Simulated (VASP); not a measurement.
**V: single point with PBE**

Crystal: V.

```
V
1.0
     0.00000    1.89590    1.89590
     1.89590    0.00000    1.89590
     1.89590    1.89590    0.00000
V
1
Direct
  0.00000 0.00000 0.00000
```

| Property | Result |
| --- | --- |
| Program | VASP 6.6.1 |
| Task | single point |
| Functional | PBE |
| Potentials or basis | VASP PAW PBE potentials, release 64 (V_sv) |
| Cutoff | 520 eV |
| k mesh | 25 × 25 × 25 |
| Occupations | fermi-dirac, width 0.0612256 eV |
| Spin | no spin polarisation |
| Dipole correction | no |
| Further INCAR settings | ALGO = Normal; EDIFF = 1e-06; NBANDS = 12 |

| Property | Result |
| --- | --- |
| Pressure | 3.8 GPa |

Levels at points of the mesh, in eV from the Fermi level:
| k point | band 3 | band 4 | band 5 | band 6 | band 7 | band 8 | band 9 | band 10 |
| --- | --- | --- | --- | --- | --- | --- | --- | --- |
| (0.00, 0.00, 0.00) | -37.38 | -37.38 | -6.88 | 0.16 | 0.16 | 0.16 | 1.95 | 1.95 |

Run time: 32 s on 1 thread of Intel Xeon 6975P-C, on a shared host, peak memory 0.19 GiB.
